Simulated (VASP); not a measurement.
La2ZrO3:

```
La Zr O
1.0
     4.57446    0.00000    0.00000
    -2.28723    3.96160    0.00000
     0.00000    0.00000    6.92882
La Zr O
2 1 3
Direct
  0.33333 0.66667 0.00000
  0.66667 0.33333 0.00000
  0.00000 0.00000 0.50000
  0.00000 0.00000 0.77240
  0.00000 0.00000 0.22760
  0.00000 0.00000 0.00000
```

The cell was generated, and may not be a known phase.

| Item | Value |
| --- | --- |
| Program | VASP 6.6.1 |
| Task | relaxation of cell and atoms |
| Functional | PBE |
| Potentials or basis | VASP PAW PBE potentials, release 64 (La, Zr_sv, O) |
| Cutoff | 600 eV |
| k mesh | 6 × 6 × 4 |
| Occupations | gaussian, width 0.1 eV |
| Spin | no spin polarisation |

At the start: pressure 18.6 GPa; volume 20.93 Å³/atom.

Question: Where does the relaxation end?

Answer: Over 18 steps the energy falls by 443.0 meV/atom and the volume is 28.57 Å³/atom (+36.5 %); space group P6/mmm (No. 191, to 0.1 Å) before and after.

The path:
```tsv
step	energy change (eV)	largest force (eV/Å)	pressure (GPa)	volume (Å³)
1	0.0000	3.1080	18.55	125.57
2	-1.4773	3.1306	-6.28	174.57
3	-1.7121	2.4241	-1.04	155.00
4	-1.7231	2.4408	-2.29	158.41
5	-1.7231	2.4384	-1.94	157.42
6	-1.9544	0.8184	2.42	155.79
7	-1.9776	0.0776	1.16	156.15
8	-2.2803	0.1562	1.46	158.95
9	-2.6037	0.4976	2.25	163.60
10	-2.6085	0.6672	2.62	164.80
11	-2.3448	2.1600	-4.39	181.22
12	-2.6432	0.2121	0.53	168.93
13	-2.6433	0.1721	0.63	168.73
14	-2.6503	0.2315	-0.36	173.38
15	-2.6578	0.0557	0.03	171.40
16	-2.6578	0.0512	0.04	171.35
17	-2.6579	0.0329	-0.11	171.51
18	-2.6579	0.0007	-0.05	171.45
```

Final structure:
```
La Zr O
1.0
     4.70352    0.00000    0.00000
    -2.35176    4.07337    0.00000
     0.00000    0.00000    8.94861
La Zr O
2 1 3
Cartesian
  0.0000 2.7156 0.0000
  2.3518 1.3578 0.0000
  0.0000 0.0000 4.4743
  0.0000 0.0000 6.3820
  0.0000 0.0000 2.5667
  0.0000 0.0000 0.0000
```

Caveat: the volume moved by over 15 % at a fixed basis, so the end points are rough.
